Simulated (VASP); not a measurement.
# AlFe (Pm-3m) in VASP: a series of runs

Aim: see how the results for AlFe move with the level of theory and the settings. Levels: PBE, r2SCAN. Tasks: single point.

Everything below comes from runs of VASP 6.6.1. Logs are shortened: lines on timing, memory, paths and dates and some standing lists are left out, and cuts for length are marked.

## (1) The cell of the first run

Symmetry: Pm-3m, No. 221, cubic system. The conventional cell has a = 2.910 Å, b = 2.910 Å, c = 2.910 Å, α = 90.00°, β = 90.00°, γ = 90.00°. Al (site symmetry m-3m) has 8 Fe at 2.52 Å and 6 Al at 2.91 Å within 3.3 Å. Within 3.3 Å of Fe (site symmetry m-3m) lie 8 Al at 2.52 Å and 6 Fe at 2.91 Å.

## (2) Single point, PBE

File INCAR:

```
SYSTEM = AlFe
  ALGO = Normal
  EDIFF = 1E-6
  ENCUT = 520
  GGA = PE
  ISIF = 2
  ISMEAR = -1
  LASPH = .True.
  LCHARG = .False.
  LREAL = .False.
  LWAVE = .False.
  NBANDS = 19
  NELM = 80
  PREC = Accurate
  SIGMA = 0.05
```

File KPOINTS:

```
k-points
0
Gamma
  5 10 10
  0 0 0
```

File POSCAR:

```
AlFe
1.0
    5.8200000000      0.0000000000      0.0000000000
    0.0000000000      2.9100000000      0.0000000000
    0.0000000000      0.0000000000      2.9100000000
Al Fe
2 2
Direct
    0.0000000000      0.0000000000      0.0000000000
    0.5000000000      0.0000000000      0.0000000000
    0.2500000000      0.5000000000      0.5000000000
    0.7500000000      0.5000000000      0.5000000000
```

Potentials or basis: VASP PAW PBE potentials, release 64 (Al, Fe).

The run is started by

```
$ cat potpaw_PBE.64/Al/POTCAR potpaw_PBE.64/Fe/POTCAR > POTCAR
$ mpirun -np 1 vasp_std > vasp.out
```

OUTCAR:

```text
SYSTEM = AlFe
   EDIFF = 1E-6
   ENCUT = 520
   GGA = PE
   ISIF = 2
   ISMEAR = -1
   LASPH = .True.
   LREAL = .False.
   NELM = 80
   PREC = Accurate

 ion  position               nearest neighbor table
   1  0.000  0.000  0.000-   3 2.52   4 2.52   3 2.52   4 2.52   3 2.52   4 2.52   3 2.52   4 2.52
                             2 2.91   2 2.91
   2  0.500  0.000  0.000-   3 2.52   4 2.52   3 2.52   4 2.52   3 2.52   4 2.52   3 2.52   4 2.52
                             1 2.91   1 2.91
   3  0.250  0.500  0.500-   1 2.52   2 2.52   1 2.52   2 2.52   1 2.52   2 2.52   1 2.52   2 2.52
                             4 2.91   4 2.91
   4  0.750  0.500  0.500-   1 2.52   2 2.52   1 2.52   2 2.52   1 2.52   2 2.52   1 2.52   2 2.52
                             3 2.91   3 2.91

  LATTYP: Found a simple tetragonal cell.
 ALAT       =     2.9100000000
 C/A-ratio  =     2.0000000000

  Lattice vectors:

 A1 = (   0.0000000000,   2.9100000000,   0.0000000000)
 A2 = (   0.0000000000,   0.0000000000,   2.9100000000)
 A3 = (   5.8200000000,   0.0000000000,   0.0000000000)

Analysis of symmetry for initial positions (statically):
=====================================================================
 Subroutine PRICEL returns following result:

  LATTYP: Found a simple cubic cell.
 ALAT       =     2.9100000000

  Lattice vectors:

 A1 = (   2.9100000000,   0.0000000000,   0.0000000000)
 A2 = (   0.0000000000,   2.9100000000,   0.0000000000)
 A3 = (   0.0000000000,   0.0000000000,   2.9100000000)

   2 primitive cells build up your supercell.

 Routine SETGRP: Setting up the symmetry group for a
 simple tetragonal supercell.

 Subroutine GETGRP returns: Found 16 space group operations
 (whereof 16 operations were pure point group operations)
 out of a pool of 16 trial point group operations.

The static configuration has the point symmetry D_4h.

Analysis of symmetry for dynamics (positions and initial velocities):
=====================================================================
 Subroutine PRICEL returns following result:

  LATTYP: Found a simple cubic cell.
 ALAT       =     2.9100000000

  Lattice vectors:

 A1 = (   2.9100000000,   0.0000000000,   0.0000000000)
 A2 = (   0.0000000000,   2.9100000000,   0.0000000000)
 A3 = (   0.0000000000,   0.0000000000,   2.9100000000)

   2 primitive cells build up your supercell.

[... 104 lines left out ...]
   LASPH  =      T    aspherical Exc in radial PAW
   ENCUT  =  520.0 eV  38.22 Ry    6.18 a.u.  10.82  5.41  5.41*2*pi/ulx,y,z
   NELM   =     80;   NELMIN=  2; NELMDL= -5     # of ELM steps
   EDIFF  = 0.1E-05   stopping-criterion for ELM
   LREAL  =      F    real-space projection
   EDIFFG = 0.1E-04   stopping-criterion for IOM
   NSW    =      0    number of steps for IOM
   IBRION =     -1    ionic relax: 0-MD 1-quasi-New 2-CG
   NFREE  =      0    steps in history (QN), initial steepest desc. (CG)
   ISIF   =      2    stress and relaxation
   ISYM   =      2    0-nonsym 1-usesym 2-fastsym
   POTIM  = 0.5000    time-step for ionic-motion
   TEBEG  =    0.0;   TEEND  =   0.0 temperature during run
   PSTRESS=    0.0 pullay stress
   NELECT =      22.0000    total number of electrons
   NUPDOWN=      -1.0000    fix difference up-down
   EMIN   =  10.00;   EMAX   =-10.00  energy-range for DOS
   EFERMI =   0.00;   METHOD = LEGACY
   ISMEAR =    -1;   SIGMA  =   0.05  broadening in eV -4-tet -1-fermi 0-gaus
   EFERMI_NEDOS =   21; number of points for ismear=-14 and -15
   IALGO  =     38    algorithm
   IMIX   =      4    mixing-type and parameters
     AMIX     =   0.40;   BMIX     =  1.00
     AMIX_MAG =   1.60;   BMIX_MAG =  1.00
  volume/ion in A,a.u.               =      12.32        83.15
  Fermi-wavevector in a.u.,A,eV,Ry     =   1.251160  2.364349 21.298567  1.565401
  Thomas-Fermi vector in A             =   2.385120
   LORBIT       =      0    0 simple, 1 ext, 2 COOP (PROOUT), +10 PAW based schemes
   GGA     = PE    functional components
   LHFCALC =     F    Hartree Fock is set to
   AEXX    =    0.0000 exact exchange contribution
   IVDW    =     0    specifies the selected vdW correction
   LEPSILON=     F    determine dielectric tensor
   LRPA    =     F    only Hartree local field effects (RPA)
 non-spin polarized calculation
  energy-cutoff  :      520.00
  volume of cell :       49.28
 maximum number of plane-waves:      1373
 NGX is ok and might be reduce to    48
   NGX = 21   NGY = 11   NGZ = 11

 number of electron      21.9999988 magnetization

 Free energy of the ion-electron system (eV)
  ---------------------------------------------------
  ext. energy  EPLUGINS =         0.00000000
  ---------------------------------------------------
  free energy    TOTEN  =       -25.20941741 eV

  energy without entropy =      -25.16038970  energy(sigma->0) =      -25.18490355

 E-fermi :   7.5335     XC(G=0): -11.9718

 val. band max:        7.5191054727   @ k =   0.2000   0.5000   0.2000
 cond. band min:       7.5416297569   @ k =   0.0000   0.1000   0.1000
 fundamental gap:      0.0225242842
 Fermi energy:         7.5335118666

 k-point     1 :       0.0000    0.0000    0.0000
  band No.  band energies     occupation
      1      -2.5610      2.00000
      2       1.4902      2.00000
      3       1.8022      2.00000
      4       5.4468      2.00000
      5       5.4469      2.00000
      6       6.0666      2.00000
[... 505 lines left out ...]
      6       5.7506      2.00000
[... 11 lines left out ...]
     18      15.0509      0.00000
     19      17.9880      0.00000

 [... further k-points ...]

------------------------ aborting loop because EDIFF is reached ----------------------------------------

  FORCE on cell =-STRESS in cart. coord.  units (eV):
  Direction    XX          YY          ZZ          XY          YZ          ZX
  --------------------------------------------------------------------------------------
  -------------------------------------------------------------------------------------
  Total       -2.1311984     -2.1312149     -2.1312149      0.0000000      0.0000000      0.0000000
  in kB      -69.2828108    -69.2833465    -69.2833465      0.0000000      0.0000000      0.0000000
  external PRESSURE =     -69.2831679 kB  Pullay stress =       0.0000000 kB

 VOLUME and BASIS-vectors are now :
 -----------------------------------------------------------------------------
  energy-cutoff  :      520.00
  volume of cell :       49.28
      direct lattice vectors                 reciprocal lattice vectors
     5.820000000  0.000000000  0.000000000     0.171821306  0.000000000  0.000000000
     0.000000000  2.910000000  0.000000000     0.000000000  0.343642612  0.000000000
     0.000000000  0.000000000  2.910000000     0.000000000  0.000000000  0.343642612

 POSITION                                       TOTAL-FORCE (eV/Angst)
 -----------------------------------------------------------------------------------
      0.00000      0.00000      0.00000         0.000000      0.000000      0.000000
      2.91000      0.00000      0.00000         0.000000      0.000000      0.000000
      1.45500      1.45500      1.45500         0.000000     -0.000000     -0.000000
      4.36500      1.45500      1.45500        -0.000000     -0.000000     -0.000000
 -----------------------------------------------------------------------------------
    total drift:                                0.000000      0.000000     -0.000000

  FREE ENERGIE OF THE ION-ELECTRON SYSTEM (eV)
  ---------------------------------------------------
  free  energy   TOTEN  =       -25.2094174061 eV

  energy  without entropy=      -25.1603897038  energy(sigma->0) =      -25.18490355
```

OSZICAR:

```text
N       E                     dE             d eps       ncg     rms          rms(c)
DAV:   1     0.111962871597E+03    0.11196E+03   -0.88849E+03  2394   0.119E+03
DAV:   2    -0.236981321154E+02   -0.13566E+03   -0.12775E+03  2394   0.254E+02
DAV:   3    -0.289720195638E+02   -0.52739E+01   -0.50736E+01  2829   0.633E+01
DAV:   4    -0.291108361369E+02   -0.13882E+00   -0.13840E+00  3127   0.900E+00
DAV:   5    -0.291149830044E+02   -0.41469E-02   -0.41463E-02  2892   0.160E+00    0.192E+01
DAV:   6    -0.340352049294E+02   -0.49202E+01   -0.68390E+01  2899   0.131E+02    0.284E+01
DAV:   7    -0.252538573977E+02    0.87813E+01   -0.43348E+01  2786   0.857E+01    0.351E+00
DAV:   8    -0.252468430726E+02    0.70143E-02   -0.57996E-01  2601   0.520E+00    0.245E+00
DAV:   9    -0.252111483095E+02    0.35695E-01   -0.94944E-02  3077   0.490E+00    0.768E-01
DAV:  10    -0.252094438214E+02    0.17045E-02   -0.38397E-03  3626   0.828E-01    0.207E-01
DAV:  11    -0.252094287928E+02    0.15029E-04   -0.95125E-05  3465   0.847E-02    0.965E-02
DAV:  12    -0.252094172879E+02    0.11505E-04   -0.37646E-05  3642   0.754E-02    0.947E-03
DAV:  13    -0.252094174061E+02   -0.11823E-06   -0.10135E-06  1714   0.992E-03
   1 F= -.25209417E+02 E0= -.25184904E+02  d E =-.490277E-01
```

Run time: 33 s. Hardware: 1 thread of Intel Xeon Platinum 8375C at 2.90GHz (Ice Lake), shared host; peak memory 0.2 GiB.

What came out:

```
Free energy            : -25.2094 eV
Pressure               : -6.9 GPa
Band gap on the k mesh : zero (band 11 reaches 8.36 eV, above the bottom of band 12 at 7.06 eV)
```

Levels at points of the mesh, in eV from the Fermi level:
```
           k point  band 7  band 8  band 9  band 10  band 11  band 12  band 13  band 14  band 15  band 16
(0.00, 0.00, 0.00)   -0.81   -0.81    0.14     0.14     0.14     0.25     1.19     6.26     6.26     6.26
(0.00, 0.50, 0.00)   -1.47   -0.81   -0.81    -0.57    -0.57     0.25     0.79     1.19     3.36     4.14
(0.00, 0.50, 0.50)   -1.98   -0.57   -0.57     0.79     0.83     0.83     3.06     3.06     3.06     3.36
```

Spin polarisation is off, so any magnetic state and its effect on volume and gap are missing.

## (3) Single point, r2SCAN

POSCAR is that of step 2.

File INCAR.step1:

```
PREC = Accurate ; ENCUT = 520
ISMEAR = -1 ; SIGMA = 0.05
LREAL = F ; LASPH = T
NELM = 60 ; NBANDS = 19
GGA = PE ; ALGO = Normal
EDIFF = 1E-4 ; LWAVE = T
LCHARG = F
```

File INCAR.step2:

```
PREC = Accurate ; ENCUT = 520
EDIFF = 1E-7 ; ISMEAR = -1
SIGMA = 0.05 ; LREAL = F
LASPH = T ; NELM = 60
ALGO = Normal ; ISIF = 2
LWAVE = F ; LCHARG = T
METAGGA = R2SCAN ; LMIXTAU = T
LELF = T ; LVHAR = T
NBANDS = 19 ; ISTART = 1
```

File KPOINTS:

```
regular mesh
0
Gamma
  5 10 10
```

Potentials or basis: VASP PAW PBE potentials, release 64 (Al, Fe).

The run is started by

```
$ cat potpaw_PBE.64/Al/POTCAR potpaw_PBE.64/Fe/POTCAR > POTCAR
$ cp INCAR.step1 INCAR
$ mpirun -np 1 vasp_std > vasp.out
$ cp INCAR.step2 INCAR
$ mpirun -np 1 vasp_std > vasp.out
```

Run time: 2 min. Hardware: 1 thread of Intel Xeon Platinum 8375C at 2.90GHz (Ice Lake), shared host; peak memory 0.21 GiB.

The run converged. Its results:

```yaml
Free_energy: -42.4713 eV
Pressure: -12.1 GPa
Band_gap_on_the_k_mesh: zero (band 11 reaches 8.46 eV, above the bottom of band 12 at 6.92 eV)
```

Levels at points of the mesh, in eV from the Fermi level:
```tsv
k point	band 9	band 10	band 11	band 12	band 13	band 14
(0.00, 0.00, 0.00)	0.11	0.11	0.11	0.23	1.47	6.72
(0.00, 0.50, 0.00)	-0.86	-0.62	-0.62	0.23	1.07	1.47
(0.00, 0.50, 0.50)	-0.62	1.07	1.11	1.11	3.17	3.17
```

Caveat: the PAW data sets were made with another functional, which shifts forces and pressure a little. Spin polarisation is off, so any magnetic state and its effect on volume and gap are missing.
